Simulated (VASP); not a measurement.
# Hf: single point with LDA

The system is Hf.

```
CELL_PARAMETERS angstrom
0.00000 2.51200 1.70741
2.51200 0.00000 1.70741
2.51200 2.51200 0.00000
ATOMIC_POSITIONS crystal
Hf 0.00000 0.00000 0.00000
```

| Property | Result |
| --- | --- |
| Program | VASP 6.6.1 |
| Task | single point |
| Functional | LDA |
| Potentials or basis | VASP PAW LDA potentials, release 64 (Hf_pv) |
| Cutoff | 520 eV |
| k mesh | 20 × 20 × 20 |
| Occupations | gaussian, width 0.15 eV |
| Spin | no spin polarisation |

```yaml
Pressure: -5.5 GPa
Band_gap_on_the_k_mesh: zero (bands 5 and 6 overlap by 2.17 eV)
```

Stress tensor (GPa, compression positive):
```
-4.87  0.00  0.00
 0.00 -4.87  0.00
 0.00  0.00 -6.64
```

Levels at points of the mesh, in eV from the Fermi level:
```tsv
k point	band 1	band 2	band 3	band 4	band 5	band 6	band 7	band 8	band 9	band 10
(0.00, 0.00, 0.00)	-29.53	-29.53	-29.53	-7.09	1.17	1.64	1.64	4.04	4.68	13.34
(0.50, 0.00, 0.00)	-30.47	-29.84	-29.55	-3.47	-0.77	1.45	4.31	5.46	7.88	10.69
(0.50, 0.50, 0.00)	-30.21	-30.21	-30.14	-2.79	-2.69	6.94	6.94	7.09	7.31	7.31
(0.50, 0.00, 0.50)	-30.48	-29.81	-29.52	-3.52	-0.29	1.20	3.81	5.04	7.80	10.51
```

Wall time 120 s on 1 thread of Intel(R) Xeon(R) Platinum 8259CL CPU @ 2.50GHz (Skylake/Cascade Lake) (shared host), peak memory 0.25 GiB.

Caveat: the cell stands under tension; spin-orbit coupling is left out, which moves the levels of the heavy elements.
